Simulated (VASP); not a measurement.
# SrO (R-3m) in VASP: further runs, part 2 of 2

VASP 6.6.1. The steps go on from the part before.

## Step 6: Single point, PBE (18.64 Å³/atom)

This run uses another cell than the first one, of 18.64 Å³/atom.

Contents of INCAR:

```
PREC = Accurate
ENCUT = 520
EDIFF = 1E-6
ISMEAR = 0
SIGMA = 0.02
LREAL = False
LASPH = True
NELM = 100
ALGO = Normal
ISIF = 2
LWAVE = False
LCHARG = False
GGA = PE
NBANDS = 33
```

Contents of KPOINTS:

```
Automatic mesh
0
Gamma
  6 6 6
```

Contents of POSCAR:

```
SrO
1.0
    1.8438171795      1.0645283449      9.4955535349
   -1.8438171795      1.0645283449      9.4955535349
    0.0000000000     -2.1290566899      9.4955535349
Sr O
3 3
Direct
    0.5000000000      0.5000000000      0.5000000000
    0.6125385475      0.6125385475      0.6125385475
    0.3874614525      0.3874614525      0.3874614525
    0.0000000000      0.0000000000      0.0000000000
    0.7770030216      0.7770030216      0.7770030216
    0.2229969784      0.2229969784      0.2229969784
```

Potentials or basis: VASP PAW PBE potentials, release 64 (Sr_sv, O).

Run with:

```
$ cat potpaw_PBE.64/Sr_sv/POTCAR potpaw_PBE.64/O/POTCAR > POTCAR
$ mpirun -np 1 vasp_std > vasp.out
```

OUTCAR:

```text
PREC = Accurate
   ENCUT = 520
   EDIFF = 1E-6
   ISMEAR = 0
   LREAL = False
   LASPH = True
   NELM = 100
   ISIF = 2
   GGA = PE

 ion  position               nearest neighbor table
   1  0.500  0.500  0.500-   6 2.67   6 2.67   5 2.67   5 2.67   6 2.67   5 2.67   3 3.21   2 3.21
                             3 4.89   2 4.89   3 4.89   2 4.89   2 4.89   3 4.89   3 4.89   2 4.89
   2  0.613  0.613  0.613-   4 2.63   4 2.63   4 2.63   6 2.66   6 2.66   6 2.66   1 3.21   3 3.75
                             3 3.75   3 3.75   1 4.89   1 4.89   1 4.89   1 4.89   1 4.89   1 4.89
   3  0.387  0.387  0.387-   4 2.63   4 2.63   4 2.63   5 2.66   5 2.66   5 2.66   1 3.21   2 3.75
                             2 3.75   2 3.75   1 4.89   1 4.89   1 4.89   1 4.89   1 4.89   1 4.89
   4  0.000  0.000  0.000-   2 2.63   2 2.63   3 2.63   3 2.63   2 2.63   3 2.63
   5  0.777  0.777  0.777-   3 2.66   3 2.66   3 2.66   1 2.67   1 2.67   1 2.67
   6  0.223  0.223  0.223-   2 2.66   2 2.66   2 2.66   1 2.67   1 2.67   1 2.67

  LATTYP: Found a trigonal (rhomboedric) cell.
 ALAT       =     9.7313112849
 COS(alpha) =     0.9282002421

  Lattice vectors:

 A1 = (   1.8438171795,   1.0645283449,   9.4955535349)
 A2 = (  -1.8438171795,   1.0645283449,   9.4955535349)
 A3 = (   0.0000000000,  -2.1290566899,   9.4955535349)

Analysis of symmetry for initial positions (statically):
=====================================================================
 Subroutine PRICEL returns:
 Original cell was already a primitive cell.

 Routine SETGRP: Setting up the symmetry group for a
 trigonal (rhombohedral) supercell.

 Subroutine GETGRP returns: Found 12 space group operations
 (whereof 12 operations were pure point group operations)
 out of a pool of 12 trial point group operations.

The static configuration has the point symmetry D_3d.

Analysis of symmetry for dynamics (positions and initial velocities):
=====================================================================
 Subroutine PRICEL returns:
 Original cell was already a primitive cell.

 Routine SETGRP: Setting up the symmetry group for a
 trigonal (rhombohedral) supercell.

 Subroutine GETGRP returns: Found 12 space group operations
 (whereof 12 operations were pure point group operations)
 out of a pool of 12 trial point group operations.

The dynamic configuration has the point symmetry D_3d.

 Subroutine INISYM returns: Found 12 space group operations
 (whereof 12 operations are pure point group operations),
 and found     1 'primitive' translations

----------------------------------------------------------------------------------------

                                     Primitive cell

  volume of cell :     111.8270

  direct lattice vectors                    reciprocal lattice vectors
     1.843817180  1.064528345  9.495553535     0.271176560  0.156563860  0.035104150
    -1.843817180  1.064528345  9.495553535    -0.271176560  0.156563860  0.035104150
     0.000000000 -2.129056690  9.495553535     0.000000000 -0.313127720  0.035104150

  length of vectors
     9.731311285  9.731311285  9.731311285     0.315089305  0.315089305  0.315089305

  position of ions in fractional coordinates (direct lattice)
     0.500000000  0.500000000  0.500000000
     0.612538548  0.612538548  0.612538548
     0.387461452  0.387461452  0.387461452
[... 35 lines left out ...]
 ===========================================

 Found     32 irreducible k-points:

 Following reciprocal coordinates:
            Coordinates               Weight
  0.000000  0.000000  0.000000      1.000000
  0.166667  0.000000  0.000000      6.000000
  0.333333  0.000000  0.000000      6.000000
  0.500000  0.000000  0.000000      3.000000
  0.166667  0.166667  0.000000      6.000000
  0.333333  0.166667  0.000000     12.000000
[... 16 lines left out ...]
  0.500000  0.500000  0.166667      6.000000
 -0.333333  0.500000  0.166667     12.000000
 [... further k-points ...]
   k-points           NKPTS =     32   k-points in BZ     NKDIM =     32   number of bands    NBANDS=     33
   number of dos      NEDOS =    301   number of ions     NIONS =      6
   total plane-waves  NPLWV = 373248
   dimension x,y,z NGX =    72 NGY =   72 NGZ =   72
   dimension x,y,z NGXF=   144 NGYF=  144 NGZF=  144
   ions per type =               3   3
   NGX,Y,Z   is equivalent  to a cutoff of  12.30, 12.30, 12.30 a.u.
   NGXF,Y,Z  is equivalent  to a cutoff of  24.60, 24.60, 24.60 a.u.
 SYSTEM =  unknown system
   PREC   = accura    normal or accurate (medium, high low for compatibility)
   ISTART =      0    job   : 0-new  1-cont  2-samecut
   ICHARG =      2    charge: 1-file 2-atom 10-const
   ISPIN  =      1    spin polarized calculation?
   LNONCOLLINEAR =      F non collinear calculations
   LSORBIT =      F    spin-orbit coupling
   LASPH  =      T    aspherical Exc in radial PAW
   ENCUT  =  520.0 eV  38.22 Ry    6.18 a.u.  18.09 18.09 18.09*2*pi/ulx,y,z
   NELM   =    100;   NELMIN=  2; NELMDL= -5     # of ELM steps
   EDIFF  = 0.1E-05   stopping-criterion for ELM
   LREAL  =      F    real-space projection
[... 7 lines left out ...]
   TEBEG  =    0.0;   TEEND  =   0.0 temperature during run
   PSTRESS=    0.0 pullay stress
   NELECT =      48.0000    total number of electrons
   NUPDOWN=      -1.0000    fix difference up-down
   EMIN   =  10.00;   EMAX   =-10.00  energy-range for DOS
   EFERMI =   0.00;   METHOD = LEGACY
   ISMEAR =     0;   SIGMA  =   0.02  broadening in eV -4-tet -1-fermi 0-gaus
   EFERMI_NEDOS =   21; number of points for ismear=-14 and -15
   IALGO  =     38    algorithm
   IMIX   =      4    mixing-type and parameters
     AMIX     =   0.40;   BMIX     =  1.00
     AMIX_MAG =   1.60;   BMIX_MAG =  1.00
  volume/ion in A,a.u.               =      18.64       125.77
  Fermi-wavevector in a.u.,A,eV,Ry     =   1.234922  2.333665 20.749341  1.525034
  Thomas-Fermi vector in A             =   2.369593
   LORBIT       =      0    0 simple, 1 ext, 2 COOP (PROOUT), +10 PAW based schemes
   GGA     = PE    functional components
   LHFCALC =     F    Hartree Fock is set to
   AEXX    =    0.0000 exact exchange contribution
   IVDW    =     0    specifies the selected vdW correction
   LEPSILON=     F    determine dielectric tensor
   LRPA    =     F    only Hartree local field effects (RPA)
 non-spin polarized calculation
 Gauss-broadening in eV      SIGMA  =   0.02
  energy-cutoff  :      520.00
  volume of cell :      111.83
 maximum number of plane-waves:      3034
   NGX = 37   NGY = 37   NGZ = 37

 number of electron      48.0000000 magnetization

 Free energy of the ion-electron system (eV)
  ---------------------------------------------------
  ext. energy  EPLUGINS =         0.00000000
  ---------------------------------------------------
  free energy    TOTEN  =       -35.47708032 eV

  energy without entropy =      -35.47708032  energy(sigma->0) =      -35.47708032

 E-fermi :   1.4574     XC(G=0):  -9.5899

 val. band max:        1.3585841302   @ k =   0.0000   0.0000   0.0000
 cond. band min:       4.6022508304   @ k =   0.0000   0.0000   0.0000
 fundamental gap:      3.2436667002
 Fermi energy:         1.4574249092

 k-point     1 :       0.0000    0.0000    0.0000
  band No.  band energies     occupation
      1     -31.6891      2.00000
      2     -31.5697      2.00000
      3     -31.5618      2.00000
      4     -15.1289      2.00000
      5     -15.0837      2.00000
      6     -13.6913      2.00000
[... 853 lines left out ...]
     32       8.9899      0.00000
     33       9.5803      0.00000

 [... further k-points ...]

------------------------ aborting loop because EDIFF is reached ----------------------------------------

  FORCE on cell =-STRESS in cart. coord.  units (eV):
  Direction    XX          YY          ZZ          XY          YZ          ZX
  --------------------------------------------------------------------------------------
  -------------------------------------------------------------------------------------
  Total       -2.6676625     -2.6676625     -2.5996354      0.0000000      0.0000000      0.0000000
  in kB      -38.2203664    -38.2203664    -37.2457221      0.0000000      0.0000000      0.0000000
  external PRESSURE =     -37.8954850 kB  Pullay stress =       0.0000000 kB

 VOLUME and BASIS-vectors are now :
 -----------------------------------------------------------------------------
  energy-cutoff  :      520.00
  volume of cell :      111.83
      direct lattice vectors                 reciprocal lattice vectors
     1.843817180  1.064528345  9.495553535     0.271176560  0.156563860  0.035104150
    -1.843817180  1.064528345  9.495553535    -0.271176560  0.156563860  0.035104150
     0.000000000 -2.129056690  9.495553535     0.000000000 -0.313127720  0.035104150

 POSITION                                       TOTAL-FORCE (eV/Angst)
 -----------------------------------------------------------------------------------
      0.00000     -0.00000     14.24333        -0.000000     -0.000000     -0.000000
      0.00000     -0.00000     17.44918         0.000000     -0.000000      0.004974
      0.00000     -0.00000     11.03748         0.000000      0.000000     -0.004974
      0.00000      0.00000      0.00000         0.000000     -0.000000     -0.000000
      0.00000     -0.00000     22.13422         0.000000      0.000000     -0.000057
      0.00000     -0.00000      6.35244         0.000000     -0.000000      0.000057
 -----------------------------------------------------------------------------------
    total drift:                                0.000000      0.000000      0.000000

  FREE ENERGIE OF THE ION-ELECTRON SYSTEM (eV)
  ---------------------------------------------------
  free  energy   TOTEN  =       -35.4770803151 eV

  energy  without entropy=      -35.4770803151  energy(sigma->0) =      -35.47708032
```

It took 15 min on 1 thread of AMD EPYC 7R13 (Zen 3), shared host; peak memory 0.71 GiB.

What came out:

```
Free energy            : -35.4771 eV
Pressure               : -3.8 GPa
Largest force          : 0.005 eV/Å
Band gap on the k mesh : 3.24 eV
```

Forces on the atoms (eV/Å):
```
Sr   0.000  0.000  0.000
Sr   0.000  0.000  0.005
Sr   0.000  0.000 -0.005
O    0.000  0.000  0.000
O    0.000  0.000  0.000
O    0.000  0.000  0.000
```

Levels at points of the mesh, in eV from the valence-band top:
```csv
k point,band 20,band 21,band 22,band 23,band 24,band 25,band 26,band 27,band 28,band 29
"(0.00, 0.00, 0.00)",-0.59,-0.59,-0.14,0.00,0.00,3.24,4.39,5.53,6.07,6.13
"(0.50, 0.00, 0.00)",-0.89,-0.60,-0.50,-0.46,-0.27,3.81,4.32,5.84,6.52,7.25
"(0.50, 0.50, 0.00)",-0.98,-0.69,-0.56,-0.34,-0.14,3.43,5.04,5.53,6.75,7.09
"(0.50, 0.50, 0.50)",-0.71,-0.35,-0.35,-0.16,-0.16,4.10,4.27,4.81,5.60,6.35
```

Caveat: the cell stands under tension.

## Step 7: Overview

| cell | smearing | gap on the mesh (eV) | pressure (GPa) |
| --- | --- | --- | --- |
| a = 9.471 Å, angles 21.8°, 6 atoms | gaussian 0.02 eV | 3.47 | 3.3 |
| a = 9.556 Å, angles 21.8°, 6 atoms | gaussian 0.1 eV | 3.46 | 0.6 |
| a = 9.559 Å, angles 21.8°, 6 atoms | gaussian 0.02 eV | 3.46 | 0.5 |
| a = 9.646 Å, angles 21.8°, 6 atoms | gaussian 0.02 eV | 3.41 | -1.8 |
| a = 9.731 Å, angles 21.8°, 6 atoms | gaussian 0.02 eV | 3.24 | -3.8 |

Alike in all rows: task single point; level PBE; potentials or basis VASP PAW PBE potentials, release 64 (Sr_sv, O); no spin polarisation; k mesh 6 × 6 × 6; cutoff (eV) 520.

Caveats: the cell stands under pressure (at least some runs); the cell stands under tension (at least some runs).

Total energies depend on the potentials used, so only differences within one code and one set of settings carry meaning.
